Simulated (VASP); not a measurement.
A run of VASP 6.6.1:

Contents of INCAR:

```
PREC = Accurate
ENCUT = 520
EDIFF = 1E-8
ISMEAR = 1
SIGMA = 0.2
LREAL = False
LASPH = True
NELM = 60
ALGO = Fast
ISIF = 2
LWAVE = False
LCHARG = False
GGA = PS
IBRION = 8
NSW = 1
```

Contents of KPOINTS:

```
regular mesh
0
Gamma
  18 18 18
```

Contents of POSCAR:

```
Ir
1.0
    0.0000000000      1.9155617481      1.9155617481
    1.9155617481      0.0000000000      1.9155617481
    1.9155617481      1.9155617481      0.0000000000
Ir
1
Direct
    0.0000000000      0.0000000000      0.0000000000
```

Potentials or basis: VASP PAW PBE potentials, release 64 (Ir).

The run is started by

```bash
$ cat potpaw_PBE.64/Ir/POTCAR > POTCAR
$ mpirun -np 1 vasp_std > vasp.out
```

Hardware: 1 thread of Intel Xeon 6975P-C (shared host).

Question: Estimate the wall time of this run.

Answer: It took 53 s on 1 thread of Intel Xeon 6975P-C, with other jobs on the host, peak memory 0.24 GiB. Counts: scf iterations 35, k points 195.
